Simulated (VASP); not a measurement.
# H: single point with PBE

H:

```
H
1.0
     5.17025    0.00000    0.00000
    -2.58512    4.47757    0.00000
     0.00000    0.00000    3.84952
H
2
Direct
  0.33333 0.66667 0.25000
  0.66667 0.33333 0.75000
```

| Property | Result |
| --- | --- |
| Program | VASP 6.6.1 |
| Task | single point |
| Functional | PBE |
| Potentials or basis | VASP PAW PBE potentials, release 64 (H) |
| Cutoff | 500 eV |
| k mesh | 3 × 3 × 4 |
| Occupations | methfessel-paxton, width 0.272114 eV |
| Spin | collinear spin |
| Starting moments | [1.03, 1.03] μB |
| Dipole correction | no |
| Further INCAR settings | ALGO = Normal; EDIFF = 1e-06; NBANDS = 12 |

```yaml
Pressure: 0.1 GPa
Band_gap_on_the_k_mesh: 6.62 eV (least direct gap 7.32 eV)
Net_moment: 2.00 μB per cell
Site_moments: H +0.38 μB
Valence_electrons_inside_the_program's_atomic_spheres: H 0.38
```

Levels at points of the mesh, in eV from the valence-band top:
Spin up:
```
           k point  band 1  band 2  band 3  band 4  band 5  band 6  band 7
(0.00, 0.00, 0.00)   -1.42    0.00    8.21   10.04   10.04   11.15   11.15
(0.00, 0.00, 0.50)   -0.48   -0.48    8.24    8.24   12.24   12.24   12.24
```
Spin down:
```csv
k point,band 1,band 2,band 3,band 4
"(0.00, 0.00, 0.00)",10.29,16.75,16.75,18.59
"(0.00, 0.00, 0.50)",12.81,12.81,19.27,19.27
```

Run time: 60 s on 1 thread of Intel Xeon 8259CL (shared host), peak memory 0.22 GiB.

Caveat: the k points lie up to 0.47 Å⁻¹ apart; so wide a smearing shifts energies and pressures; the atoms stand far beyond bonding distance. A k mesh can miss the band edges.
